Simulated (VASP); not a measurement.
Write the native input for VASP 6.6.1 that does the following.

```yaml
Task: single point
Functional: r2SCAN
Potentials_or_basis: VASP PAW PBE potentials, release 64 (Nb_sv)
Cutoff: 520 eV
k_mesh: 18 × 18 × 18
Occupations: gaussian, width 0.1 eV
Spin: no spin polarisation
Dipole_correction: no
Further_INCAR_settings: ALGO = Normal; EDIFF = 1e-06; NBANDS = 12
```

Crystal: Nb.

```xyz
1
Lattice="-1.6524 1.6524 1.6524 1.6524 -1.6524 1.6524 1.6524 1.6524 -1.6524" Properties=species:S:1:pos:R:3 pbc="T T T"
Nb    0.0000    0.0000    0.0000
```

One way to write it, as run:

POSCAR

```
Nb
1.0
   -1.6524110958      1.6524110958      1.6524110958
    1.6524110958     -1.6524110958      1.6524110958
    1.6524110958      1.6524110958     -1.6524110958
Nb
1
Direct
    0.0000000000      0.0000000000      0.0000000000
```

INCAR.step1

```
SYSTEM = Nb
PREC = Accurate ; ENCUT = 520
ISMEAR = 0 ; SIGMA = 0.1
LREAL = .False. ; LASPH = .True.
NELM = 60 ; NBANDS = 12
GGA = PE ; ALGO = Normal
EDIFF = 1E-4 ; LWAVE = .True.
LCHARG = .False.
```

INCAR.step2

```
SYSTEM = Nb
PREC = Accurate ; ENCUT = 520
EDIFF = 1E-6 ; ISMEAR = 0
SIGMA = 0.1 ; LREAL = .False.
LASPH = .True. ; NELM = 60
ALGO = Normal ; ISIF = 2
LWAVE = .False. ; LCHARG = .False.
METAGGA = R2SCAN ; LMIXTAU = .True.
NBANDS = 12 ; ISTART = 1
```

KPOINTS

```
regular mesh
0
Gamma
  18 18 18
  0 0 0
```

Potentials or basis: VASP PAW PBE potentials, release 64 (Nb_sv).

Command:

```sh
$ cat potpaw_PBE.64/Nb_sv/POTCAR > POTCAR
$ cp INCAR.step1 INCAR
$ mpirun -np 1 vasp_std > vasp.out
$ cp INCAR.step2 INCAR
$ mpirun -np 1 vasp_std > vasp.out
```

It gave:

```yaml
Pressure: -0.2 GPa
```

Caveat: the PAW data sets were made with another functional, which shifts forces and pressure a little.

Wall time 51 s on 1 thread of Intel(R) Xeon(R) 6975P-C (Granite Rapids), on a shared host, peak memory 0.17 GiB.
